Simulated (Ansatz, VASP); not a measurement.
# Ta: VASP beside Ansatz

The input INCAR:

```
PREC = Accurate
ENCUT = 520
EDIFF = 1E-8
ISMEAR = -1
SIGMA = 0.08
LREAL = False
LASPH = True
NELM = 60
ALGO = Normal
ISIF = 2
LWAVE = False
LCHARG = False
GGA = PE
LEFG = True
NBANDS = 12
```

KPOINTS

```
regular mesh
0
Gamma
  17 17 17
```

POSCAR

```
Ta
1.0
   -1.6567660204      1.6567660204      1.6567660204
    1.6567660204     -1.6567660204      1.6567660204
    1.6567660204      1.6567660204     -1.6567660204
Ta
1
Direct
    0.0000000000      0.0000000000      0.0000000000
```

Input for Ansatz:

```yaml
crystal:
  lattice:
    - [-1.6567660204, 1.6567660204, 1.6567660204]
    - [1.6567660204, -1.6567660204, 1.6567660204]
    - [1.6567660204, 1.6567660204, -1.6567660204]
  atoms:
    - { symbol: Ta, position: [0.0, 0.0, 0.0] }
kpoints:
  mp_grid: { grid: [17, 17, 17] }
scf:
  occupations: { method: fermi_dirac, width: 0.08 }
hamiltonian:
  xc: pbe
  pseudopotentials: { kind: paw }
output:
  forces: true
  stress: true
  eigenvalues: true
  efg: { contact_densities: true }
```

Change from the starting cell: volume scaled by 1.01, PAW files.

Alike in both runs: task electric field gradients; functional PBE; k mesh 17 × 17 × 17; occupations fermi-dirac, width 0.08 eV; no spin polarisation.

|  | VASP | Ansatz |
| --- | --- | --- |
| version | VASP 6.6.1 | Ansatz 0.2.0 |
| potentials or method | VASP PAW PBE potentials, release 64 (Ta_pv) | PAW with Ansatz's default frozen-core files, scalar-relativistic |
| plane-wave cutoff (eV) | 520 | 420 |
| valence electrons in the cell | 11 | 13 |

```tsv
	VASP	Ansatz	Ansatz less VASP
pressure (GPa)	1.2	1.1	-0.11
```

VASP's potentials hold 11 valence electrons a cell and Ansatz's 13, so a difference there can come from the potentials and not from the codes.

Neither program's run includes spin-orbit coupling.
